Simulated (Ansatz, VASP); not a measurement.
## Two plane-wave programs on InP

File INCAR:

```
SYSTEM = InP
ALGO = Normal
EDIFF = 1E-6
ENCUT = 500
GGA = CA
GGA_COMPAT = .FALSE.
ISIF = 2
ISMEAR = 0
LASPH = .TRUE.
LCHARG = .TRUE.
LELF = .TRUE.
LREAL = .FALSE.
LVHAR = .TRUE.
LWAVE = .FALSE.
NBANDS = 16
NELM = 120
PREC = Accurate
SIGMA = 0.02
```

Contents of KPOINTS:

```
k-points
0
G
  10 10 10
  0 0 0
```

The input POSCAR:

```
InP
1.0
    0.0000000000      2.9134367942      2.9134367942
    2.9134367942      0.0000000000      2.9134367942
    2.9134367942      2.9134367942      0.0000000000
In P
1 1
Direct
    0.0000000000      0.0000000000      0.0000000000
    0.7500000000      0.7500000000      0.7500000000
```

Input for Ansatz:

```yaml
crystal:
  lattice:
    - [0.0, 2.9134367942, 2.9134367942]
    - [2.9134367942, 0.0, 2.9134367942]
    - [2.9134367942, 2.9134367942, 0.0]
  atoms:
    - { symbol: In, position: [0.0, 0.0, 0.0] }
    - { symbol: P, position: [0.75, 0.75, 0.75] }
basis:
  ecutwfc: 420
kpoints:
  mp_grid: { grid: [10, 10, 10] }
  band_path:
    path:
      - [[0.0, 0.0, 0.0], [-0.5, -0.5, 0.0], [-0.375, -0.375, 0.25]]
      - [[-0.375, 0.0, 0.375], [0.0, 0.0, 0.0], [0.0, 0.0, 0.5], [-0.5, -0.25, 0.25], [-0.5, -0.5, 0.0]]
    npoints: 10
hamiltonian:
  xc: lda
  pseudopotentials: { kind: paw, azcp: { folder: soft_1 } }
scf:
  occupations: { method: gaussian, width: 0.02 }
  n_extra_bands: 7
output:
  forces: true
  stress: true
  eigenvalues: true
```

Alike in both runs: task single point; functional LDA; k mesh 10 × 10 × 10; occupations gaussian, width 0.02 eV; no spin polarisation.

```csv
,VASP,Ansatz
version,VASP 6.6.1,Ansatz 0.2.0
potentials or method,"VASP PAW LDA potentials, release 64 (In_d, P), cutoff 500 eV","scalar-relativistic, plane waves, PAW"
valence electrons in the cell,18,18
```

|  | VASP | Ansatz | Ansatz less VASP |
| --- | --- | --- | --- |
| gap on the k mesh at the Fermi level (eV) | 0.61 | 0.58 | -0.031 |
| least direct gap on the mesh (eV) | 0.61 | 0.58 | -0.031 |
| pressure (GPa) | 0.0 | 0.0 | -0.02 |

Ansatz warns that its potentials were made for another functional, while VASP's fit it. LDA's correlation is that of Perdew and Zunger in VASP and of Perdew and Wang (1992) in Ansatz.
